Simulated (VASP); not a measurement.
A run of VASP 6.6.1 is set up as follows.

INCAR

```
SYSTEM = TiB2
ALGO = Normal ; EDIFF = 1E-6
EDIFFG = -0.01 ; ENCUT = 600
GGA = PE ; IBRION = 2
ISIF = 4 ; ISMEAR = 0
LASPH = .TRUE. ; LCHARG = .FALSE.
LREAL = .FALSE. ; LWAVE = .FALSE.
NELM = 100 ; NSW = 50
PREC = Accurate ; SIGMA = 0.1
```

File KPOINTS:

```
k-points
0
G
  18 18 14
  0 0 0
```

The input POSCAR:

```
TiB2
1.0
    2.9457693061      0.0000000000      0.0000000000
   -1.4728846530      2.5511110527      0.0000000000
    0.0000000000      0.0000000000      3.1079385432
Ti B
1 2
Direct
    0.0000000000      0.0000000000      0.0000000000
    0.3333333333      0.6666666667      0.5000000000
    0.6666666667      0.3333333333      0.5000000000
```

Potentials or basis: VASP PAW PBE potentials, release 64 (Ti_sv, B).

Launch:

```bash
$ cat potpaw_PBE.64/Ti_sv/POTCAR potpaw_PBE.64/B/POTCAR > POTCAR
$ mpirun -np 1 vasp_std > vasp.out
```

(1) Predict the band gap on the k mesh.

Results:

(1) zero (band 9 reaches 11.46 eV, above the bottom of band 10 at 10.77 eV).
